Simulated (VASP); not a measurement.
# KI in VASP: a series of runs

The runs below take KI through electric field gradients, with PBEsol.

Program: VASP 6.6.1. These are calculated values, not measurements. Logs are shortened: lines on timing, memory, paths and dates and some standing lists are left out, and cuts for length are marked.

## (1) The cell of the first run

The structure is tetragonal, space group I4/mmm (No. 139). The conventional cell has a = 5.084 Å, b = 5.084 Å, c = 7.049 Å, α = 90.00°, β = 90.00°, γ = 90.00°. K (site symmetry 4/mmm) has 6 I at 3.52 to 3.60 Å within 4.6 Å. I (site symmetry 4/mmm) has 6 K at 3.52 to 3.60 Å within 4.6 Å.

## (2) Electric field gradients, PBEsol (equal xx and yy strain of +2 %)

Contents of INCAR:

```
SYSTEM = KI
PREC = Accurate ; ENCUT = 400
EDIFF = 1E-8 ; ISMEAR = -1
SIGMA = 0.01 ; LREAL = .FALSE.
LASPH = .TRUE. ; NELM = 120
ALGO = Normal ; ISIF = 2
LWAVE = .FALSE. ; LCHARG = .FALSE.
GGA = PS ; LEFG = .TRUE.
NBANDS = 15 ; GGA_COMPAT = .FALSE.
```

Contents of KPOINTS:

```
Automatic mesh
0
G
  8 8 8
  0 0 0
```

Contents of POSCAR:

```
KI
1.0
    0.0000000000      3.5950410000      3.5245500000
    3.5950410000      0.0000000000      3.5245500000
    3.5950410000      3.5950410000      0.0000000000
K I
1 1
Direct
    0.0000000000      0.0000000000      0.0000000000
    0.5000000000      0.5000000000      0.5000000000
```

Potentials or basis: VASP PAW PBE potentials, release 64 (K_sv, I).

Started as:

```
$ cat potpaw_PBE.64/K_sv/POTCAR potpaw_PBE.64/I/POTCAR > POTCAR
$ mpirun -np 1 vasp_std > vasp.out
```

OUTCAR:

```text
SYSTEM = KI
   PREC = Accurate
   ENCUT = 400
   EDIFF = 1E-8
   ISMEAR = -1
   LREAL = .FALSE.
   LASPH = .TRUE.
   NELM = 120
   ISIF = 2
   GGA = PS

 ion  position               nearest neighbor table
   1  0.000  0.000  0.000-   2 3.52   2 3.52   2 3.60   2 3.60   2 3.60   2 3.60
   2  0.500  0.500  0.500-   1 3.52   1 3.52   1 3.60   1 3.60   1 3.60   1 3.60

  LATTYP: Found a body centered tetragonal cell.
 ALAT       =     5.0841557395
 C/A-ratio  =     1.3864838847

  Lattice vectors:

 A1 = (   0.0000000000,  -3.5950410000,  -3.5245500000)
 A2 = (   0.0000000000,   3.5950410000,  -3.5245500000)
 A3 = (   3.5950410000,   0.0000000000,   3.5245500000)

Analysis of symmetry for initial positions (statically):
=====================================================================
 Subroutine PRICEL returns:
 Original cell was already a primitive cell.

 Routine SETGRP: Setting up the symmetry group for a
 body centered tetragonal supercell.

 Subroutine GETGRP returns: Found 16 space group operations
 (whereof 16 operations were pure point group operations)
 out of a pool of 16 trial point group operations.

The static configuration has the point symmetry D_4h.

Analysis of symmetry for dynamics (positions and initial velocities):
=====================================================================
 Subroutine PRICEL returns:
 Original cell was already a primitive cell.

 Routine SETGRP: Setting up the symmetry group for a
 body centered tetragonal supercell.

 Subroutine GETGRP returns: Found 16 space group operations
 (whereof 16 operations were pure point group operations)
 out of a pool of 16 trial point group operations.

The dynamic configuration has the point symmetry D_4h.

 Subroutine INISYM returns: Found 16 space group operations
 (whereof 16 operations are pure point group operations),
 and found     1 'primitive' translations

----------------------------------------------------------------------------------------

                                     Primitive cell

  volume of cell :      91.1048

  direct lattice vectors                    reciprocal lattice vectors
     0.000000000  3.595041000  3.524550000    -0.139080472  0.139080472  0.141862082
     3.595041000  0.000000000  3.524550000     0.139080472 -0.139080472  0.141862082
     3.595041000  3.595041000  0.000000000     0.139080472  0.139080472 -0.141862082
[... 138 lines left out ...]

 k-point     1 :       0.0000    0.0000    0.0000
  band No.  band energies     occupation
      1     -29.0559      2.00000
      2     -12.6039      2.00000
      3     -12.6032      2.00000
      4     -12.6032      2.00000
      5     -11.1613      2.00000
      6      -0.6722      2.00000
      7      -0.6722      2.00000
      8      -0.6705      2.00000
      9       3.0756      0.00000
     10       5.7334      0.00000
     11       5.7334      0.00000
     12       5.8529      0.00000
     13       6.4507      0.00000
     14       6.5301      0.00000
[... 401 lines left out ...]
      2     -12.6966      2.00000
      3     -12.6084      2.00000
      4     -12.6079      2.00000
      5     -10.9776      2.00000
      6      -1.6617      2.00000
      7      -0.9814      2.00000
      8      -0.9256      2.00000
      9       4.6653      0.00000
     10       5.7082      0.00000
     11       6.8295      0.00000
     12       7.0108      0.00000
     13       7.5181      0.00000
     14       7.6465      0.00000
     15       9.0243      0.00000

 [... further k-points ...]

------------------------ aborting loop because EDIFF is reached ----------------------------------------

  FORCE on cell =-STRESS in cart. coord.  units (eV):
  Direction    XX          YY          ZZ          XY          YZ          ZX
  --------------------------------------------------------------------------------------
  -------------------------------------------------------------------------------------
  Total       -0.3973358     -0.3973358     -0.1723473      0.0000000     -0.0000000     -0.0000000
  in kB       -6.9875818     -6.9875818     -3.0309148      0.0000000     -0.0000000     -0.0000000
  external PRESSURE =      -5.6686928 kB  Pullay stress =       0.0000000 kB

 VOLUME and BASIS-vectors are now :
 -----------------------------------------------------------------------------
  energy-cutoff  :      400.00
  volume of cell :       91.10
      direct lattice vectors                 reciprocal lattice vectors
     0.000000000  3.595041000  3.524550000    -0.139080472  0.139080472  0.141862082
     3.595041000  0.000000000  3.524550000     0.139080472 -0.139080472  0.141862082
     3.595041000  3.595041000  0.000000000     0.139080472  0.139080472 -0.141862082

 POSITION                                       TOTAL-FORCE (eV/Angst)
 -----------------------------------------------------------------------------------
      0.00000      0.00000      0.00000         0.000000     -0.000000     -0.000000
      3.59504      3.59504      3.52455        -0.000000      0.000000      0.000000
 -----------------------------------------------------------------------------------
    total drift:                                0.000000      0.000000      0.000000

  FREE ENERGIE OF THE ION-ELECTRON SYSTEM (eV)
  ---------------------------------------------------
  free  energy   TOTEN  =        -5.8058167884 eV

  energy  without entropy=       -5.8058167884  energy(sigma->0) =       -5.80581679

 Electric field gradients (V/A^2)
---------------------------------------------------------------------
 ion       V_xx      V_yy      V_zz      V_xy      V_xz      V_yz
---------------------------------------------------------------------
   1       1.285     1.285    -2.569    -0.000    -0.001    -0.001
   2       1.710     1.710    -3.419    -0.000    -0.000    -0.000
---------------------------------------------------------------------

 Electric field gradients after diagonalization (V/A^2)
 (convention: |V_zz| > |V_xx| > |V_yy|)
----------------------------------------------------------------------
 ion       V_xx      V_yy      V_zz     asymmetry (V_yy - V_xx)/ V_zz
----------------------------------------------------------------------
   1       1.285     1.284    -2.569       0.000
   2       1.710     1.709    -3.419       0.000
----------------------------------------------------------------------

           NMR quadrupolar parameters

 Cq : quadrupolar parameter    Cq=e*Q*V_zz/h
 eta: asymmetry parameters     (V_yy - V_xx)/ V_zz
 Q  : nuclear electric quadrupole moment in mb (millibarn)
----------------------------------------------------------------------
 ion       Cq(MHz)       eta       Q (mb)
----------------------------------------------------------------------
   1      -0.006       0.000       1.000
   2      -0.008       0.000       1.000
----------------------------------------------------------------------
```

stdout:

```text
POSCAR found type information on POSCAR K I
 POSCAR found :  2 types and       2 ions
 scaLAPACK will be used
 -----------------------------------------------------------------------------
|                                                                             |
|                                                                             |
|     You enforced a specific xc type in the INCAR file but a different       |
|     I HOPE YOU KNOW WHAT YOU ARE DOING!                                     |
|                                                                             |
 -----------------------------------------------------------------------------

 LDA part: xc-table for (Slater+PW92), standard interpolation
 POSCAR, INCAR and KPOINTS ok, starting setup
 FFT: planning ... GRIDC
 FFT: planning ... GRID_SOFT
 FFT: planning ... GRID
 WAVECAR not read
 entering main loop
ion   1

ion   2
```

It took 55 s on 1 thread of Intel Xeon 8259CL, shared host; peak memory 0.24 GiB.

What came out:

```
Free energy                             : -5.8058 eV
Pressure                                : -0.6 GPa
Band gap on the k mesh                  : 3.75 eV
Largest electric field gradient by atom : K -2.6; I -3.4 V/Å²
```

Levels at points of the mesh, in eV from the valence-band top:
```
           k point  band 6  band 7  band 8  band 9  band 10  band 11
(0.00, 0.00, 0.00)    0.00    0.00    0.00    3.75     6.40     6.40
(0.50, 0.00, 0.00)   -1.28   -0.32   -0.31    5.35     7.51     7.93
(0.50, 0.50, 0.00)   -0.96   -0.38   -0.38    4.87     5.61     8.07
(0.50, 0.00, 0.50)   -0.98   -0.36   -0.33    4.89     5.60     8.02
```

Electric field gradients, principal values (V/Å²):
```tsv
atom	least	middle	greatest (by size)
1 K	1.284	1.285	-2.569
2 I	1.709	1.710	-3.419
```

Caveat: the cell differs from its parent crystal (equal xx and yy strain of +2 %); without QUAD_EFG the Cq values of the log hold for a quadrupole moment of 1 mb, not for the nuclei; the PAW data sets were made with another functional, which shifts forces and pressure a little; spin-orbit coupling is left out, which moves the levels of the heavy elements. A k mesh can miss the band edges.

## (3) Electric field gradients, PBEsol (equal xy, yz and zx shear strains of -1 %)

Contents of INCAR:

```
PREC = Accurate ; ENCUT = 400
EDIFF = 1E-8 ; ISMEAR = -1
SIGMA = 0.01 ; LREAL = False
LASPH = True ; NELM = 120
ALGO = Normal ; ISIF = 2
LWAVE = False ; LCHARG = False
GGA = PS ; LEFG = True
NBANDS = 15 ; GGA_COMPAT = False
```

Contents of KPOINTS:

```
regular mesh
0
Gamma
  8 8 8
```

Contents of POSCAR:

```
KI
1.0
   -0.0352455000      3.5069272500      3.5069272500
    3.5069272500     -0.0352455000      3.5069272500
    3.5069272500      3.5069272500     -0.0352455000
K I
1 1
Direct
    0.0000000000      0.0000000000      0.0000000000
    0.5000000000      0.5000000000      0.5000000000
```

Potentials or basis: VASP PAW PBE potentials, release 64 (K_sv, I).

Started as:

```
$ cat potpaw_PBE.64/K_sv/POTCAR potpaw_PBE.64/I/POTCAR > POTCAR
$ mpirun -np 1 vasp_std > vasp.out
```

OUTCAR:

```text
PREC = Accurate
   ENCUT = 400
   EDIFF = 1E-8
   ISMEAR = -1
   LREAL = False
   LASPH = True
   NELM = 120
   ISIF = 2
   GGA = PS

 ion  position               nearest neighbor table
   1  0.000  0.000  0.000-   2 3.52   2 3.52   2 3.52   2 3.52   2 3.52   2 3.52
   2  0.500  0.500  0.500-   1 3.52   1 3.52   1 3.52   1 3.52   1 3.52   1 3.52

  LATTYP: Found a trigonal (rhomboedric) cell.
 ALAT       =     4.9596693155
 COS(alpha) =     0.4899250057

  Lattice vectors:

 A1 = (  -0.0352455000,   3.5069272500,   3.5069272500)
 A2 = (   3.5069272500,  -0.0352455000,   3.5069272500)
 A3 = (   3.5069272500,   3.5069272500,  -0.0352455000)

Analysis of symmetry for initial positions (statically):
=====================================================================
 Subroutine PRICEL returns:
 Original cell was already a primitive cell.

 Routine SETGRP: Setting up the symmetry group for a
 trigonal (rhombohedral) supercell.

 Subroutine GETGRP returns: Found 12 space group operations
 (whereof 12 operations were pure point group operations)
 out of a pool of 12 trial point group operations.

The static configuration has the point symmetry D_3d.

Analysis of symmetry for dynamics (positions and initial velocities):
=====================================================================
 Subroutine PRICEL returns:
 Original cell was already a primitive cell.

 Routine SETGRP: Setting up the symmetry group for a
 trigonal (rhombohedral) supercell.

 Subroutine GETGRP returns: Found 12 space group operations
 (whereof 12 operations were pure point group operations)
 out of a pool of 12 trial point group operations.

The dynamic configuration has the point symmetry D_3d.

 Subroutine INISYM returns: Found 12 space group operations
 (whereof 12 operations are pure point group operations),
 and found     1 'primitive' translations

----------------------------------------------------------------------------------------

                                     Primitive cell

  volume of cell :      87.5605

  direct lattice vectors                    reciprocal lattice vectors
    -0.035245500  3.506927250  3.506927250    -0.140443390  0.141869211  0.141869211
     3.506927250 -0.035245500  3.506927250     0.141869211 -0.140443390  0.141869211
     3.506927250  3.506927250 -0.035245500     0.141869211  0.141869211 -0.140443390

  length of vectors
     4.959669315  4.959669315  4.959669315     0.244904250  0.244904250  0.244904250

  position of ions in fractional coordinates (direct lattice)
     0.000000000  0.000000000  0.000000000
     0.500000000  0.500000000  0.500000000

  ion indices of the primitive-cell ions
   primitive index   ion index
                 1           1
                 2           2

----------------------------------------------------------------------------------------

 KPOINTS: regular mesh
[... 84 lines left out ...]
   EFERMI_NEDOS =   21; number of points for ismear=-14 and -15
   IALGO  =     38    algorithm
   IMIX   =      4    mixing-type and parameters
     AMIX     =   0.40;   BMIX     =  1.00
     AMIX_MAG =   1.60;   BMIX_MAG =  1.00
  volume/ion in A,a.u.               =      43.78       295.44
  Fermi-wavevector in a.u.,A,eV,Ry     =   0.928992  1.755541 11.742187  0.863026
  Thomas-Fermi vector in A             =   2.055228
   LORBIT       =      0    0 simple, 1 ext, 2 COOP (PROOUT), +10 PAW based schemes
   GGA     = PS    functional components
   LHFCALC =     F    Hartree Fock is set to
   AEXX    =    0.0000 exact exchange contribution
   IVDW    =     0    specifies the selected vdW correction
   LEPSILON=     F    determine dielectric tensor
   LRPA    =     F    only Hartree local field effects (RPA)
 non-spin polarized calculation
  energy-cutoff  :      400.00
  volume of cell :       87.56
 maximum number of plane-waves:      1605
   NGX = 17   NGY = 17   NGZ = 17

 number of electron      16.0000005 magnetization

 Free energy of the ion-electron system (eV)
  ---------------------------------------------------
  ext. energy  EPLUGINS =         0.00000000
  ---------------------------------------------------
  free energy    TOTEN  =        -5.81526605 eV

  energy without entropy =       -5.81526605  energy(sigma->0) =       -5.81526605

 E-fermi :  -0.1394     XC(G=0):  -7.3707

 val. band max:       -0.4460138011   @ k =   0.0000   0.0000   0.0000
 cond. band min:       3.3563485238   @ k =   0.0000   0.0000   0.0000
 fundamental gap:      3.8023623249
 Fermi energy:        -0.1394074324

 k-point     1 :       0.0000    0.0000    0.0000
  band No.  band energies     occupation
      1     -28.7862      2.00000
      2     -12.3399      2.00000
      3     -12.3386      2.00000
      4     -12.3386      2.00000
      5     -11.0197      2.00000
      6      -0.4844      2.00000
      7      -0.4844      2.00000
      8      -0.4460      2.00000
      9       3.3563      0.00000
     10       5.9149      0.00000
     11       5.9149      0.00000
     12       6.0311      0.00000
     13       6.6990      0.00000
     14       6.6990      0.00000
[... 401 lines left out ...]
      2     -12.4491      2.00000
      3     -12.3492      2.00000
      4     -12.3384      2.00000
      5     -10.8164      2.00000
      6      -1.4416      2.00000
      7      -0.7561      2.00000
      8      -0.7393      2.00000
      9       4.8982      0.00000
     10       5.8966      0.00000
     11       6.6933      0.00000
     12       6.9448      0.00000
     13       7.8159      0.00000
     14       7.8597      0.00000
     15       9.3198      0.00000

 [... further k-points ...]

------------------------ aborting loop because EDIFF is reached ----------------------------------------

  FORCE on cell =-STRESS in cart. coord.  units (eV):
  Direction    XX          YY          ZZ          XY          YZ          ZX
  --------------------------------------------------------------------------------------
  -------------------------------------------------------------------------------------
  Total       -0.0958063     -0.0958063     -0.0958063      0.0187905      0.0187905      0.0187905
  in kB       -1.7530586     -1.7530586     -1.7530586      0.3438282      0.3438282      0.3438282
  external PRESSURE =      -1.7530586 kB  Pullay stress =       0.0000000 kB

 VOLUME and BASIS-vectors are now :
 -----------------------------------------------------------------------------
  energy-cutoff  :      400.00
  volume of cell :       87.56
      direct lattice vectors                 reciprocal lattice vectors
    -0.035245500  3.506927250  3.506927250    -0.140443390  0.141869211  0.141869211
     3.506927250 -0.035245500  3.506927250     0.141869211 -0.140443390  0.141869211
     3.506927250  3.506927250 -0.035245500     0.141869211  0.141869211 -0.140443390

 POSITION                                       TOTAL-FORCE (eV/Angst)
 -----------------------------------------------------------------------------------
      0.00000      0.00000      0.00000         0.000000      0.000000     -0.000000
      3.48930      3.48930      3.48930        -0.000000     -0.000000      0.000000
 -----------------------------------------------------------------------------------
    total drift:                                0.000000     -0.000000     -0.000000

  FREE ENERGIE OF THE ION-ELECTRON SYSTEM (eV)
  ---------------------------------------------------
  free  energy   TOTEN  =        -5.8152660484 eV

  energy  without entropy=       -5.8152660484  energy(sigma->0) =       -5.81526605

 Electric field gradients (V/A^2)
---------------------------------------------------------------------
 ion       V_xx      V_yy      V_zz      V_xy      V_xz      V_yz
---------------------------------------------------------------------
   1       0.000    -0.000    -0.000     0.339     0.339     0.339
   2      -0.000    -0.000     0.000    -2.484    -2.484    -2.484
---------------------------------------------------------------------

 Electric field gradients after diagonalization (V/A^2)
 (convention: |V_zz| > |V_xx| > |V_yy|)
----------------------------------------------------------------------
 ion       V_xx      V_yy      V_zz     asymmetry (V_yy - V_xx)/ V_zz
----------------------------------------------------------------------
   1      -0.339    -0.339     0.678       0.000
   2       2.484     2.484    -4.968       0.000
----------------------------------------------------------------------

           NMR quadrupolar parameters

 Cq : quadrupolar parameter    Cq=e*Q*V_zz/h
 eta: asymmetry parameters     (V_yy - V_xx)/ V_zz
 Q  : nuclear electric quadrupole moment in mb (millibarn)
----------------------------------------------------------------------
 ion       Cq(MHz)       eta       Q (mb)
----------------------------------------------------------------------
   1       0.002       0.000       1.000
   2      -0.012       0.000       1.000
----------------------------------------------------------------------
```

Wall time 38 s (1 thread of Intel Xeon 8259CL, shared host); peak memory 0.21 GiB.

Results:

| Quantity | Value |
| --- | --- |
| Free energy | -5.8153 eV |
| Pressure | -0.2 GPa |
| Band gap on the k mesh | 3.80 eV |
| Largest electric field gradient by atom | K +0.7; I -5.0 V/Å² |

Electric field gradients, principal values (V/Å²):
| atom | least | middle | greatest (by size) |
| --- | --- | --- | --- |
| 1 K | -0.339 | -0.339 | 0.678 |
| 2 I | 2.484 | 2.484 | -4.968 |

Caveat: the cell differs from its parent crystal (equal xy, yz and zx shear strains of -1 %); without QUAD_EFG the Cq values of the log hold for a quadrupole moment of 1 mb, not for the nuclei; the PAW data sets were made with another functional, which shifts forces and pressure a little; spin-orbit coupling is left out, which moves the levels of the heavy elements. A k mesh can miss the band edges.

(Part 1 of 2 ends here.)
